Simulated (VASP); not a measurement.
Runs of VASP 6.6.1 on BeCd2. The structure is that of space group F-43m (No. 216), or close to it. The cells are those of the table. The cell was built from a structure type or drawn by symmetry, and may not be a known phase.

| task | cell | k mesh | cutoff (eV) | gap on the mesh (eV) | pressure (GPa) | relaxed volume (Å³/atom) |
| --- | --- | --- | --- | --- | --- | --- |
| relaxation of cell and atoms | relaxed from a = 4.471 Å, angles 60.0°, 3 atoms | 12 × 12 × 12 | 600 | none | 0.0 | 21.13 |
| relaxation of cell and atoms | relaxed from a = 4.387 Å, angles 60.0°, 3 atoms | 6 × 6 × 6 | 600 | none | -0.3 | 21.23 |
| single point | a = 4.471 Å, angles 60.0°, 3 atoms | 6 × 6 × 6 | 520 | none | 0.2 | - |
| single point | a = 4.468 Å, angles 60.0°, 3 atoms | 12 × 12 × 12 | 520 | none | (a) | - |

Alike in all rows: level PBE; potentials or basis VASP PAW PBE potentials, release 64 (Be, Cd); no spin polarisation; smearing gaussian 0.1 eV.

Question: Fill in the values left out.

Answer: (a) 0.3.

A k mesh can miss the band edges, and the runs leave out spin-orbit coupling on Cd.

A gap of «none» marks levels without a gap at the run's occupations.
